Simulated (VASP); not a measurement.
Runs of VASP 6.6.1 on Al5BP6. The structure is that of space group P3m1 (No. 156), or close to it. The cells are those of the table. 

| task | cell | k mesh | cutoff (eV) | smearing | gap on the mesh (eV) | pressure (GPa) | largest force (eV/Å) |
| --- | --- | --- | --- | --- | --- | --- | --- |
| single point | a = 3.648, b = 3.648, c = 17.873 Å, angles 90.0, 90.0, 120.0°, 12 atoms | 6 × 6 × 1 | 520 | gaussian 0.1 eV | 1.10 | 15.5 | (a) |
| single point | a = 3.791, b = 3.791, c = 18.729 Å, angles 90.0, 90.0, 120.0°, 12 atoms | 12 × 12 × 2 | 520 | gaussian 0.02 eV | 1.03 | (b) | 0.01 |
| single point | a = 3.791, b = 3.791, c = 18.702 Å, angles 90.0, 90.0, 120.0°, 12 atoms | 6 × 6 × 1 | 520 | gaussian 0.1 eV | 1.02 | 0.0 | 0.02 |
| relaxation of cell and atoms | relaxed from a = 3.648, b = 3.648, c = 17.873 Å, angles 90.0, 90.0, 120.0°, 12 atoms | 6 × 6 × 1 | 600 | gaussian 0.1 eV | 1.03 | 0.1 | 0.02 |

Alike in all rows: level PBE; potentials or basis VASP PAW PBE potentials, release 64 (Al, B, P); no spin polarisation.

Fill in the values left out.

(a) 3.28; (b) -0.1.

Caveats: forces of over 1 eV/Å act on the atoms, so gaps and moduli don't describe the material at rest (some runs).

A k mesh can miss the band edges.
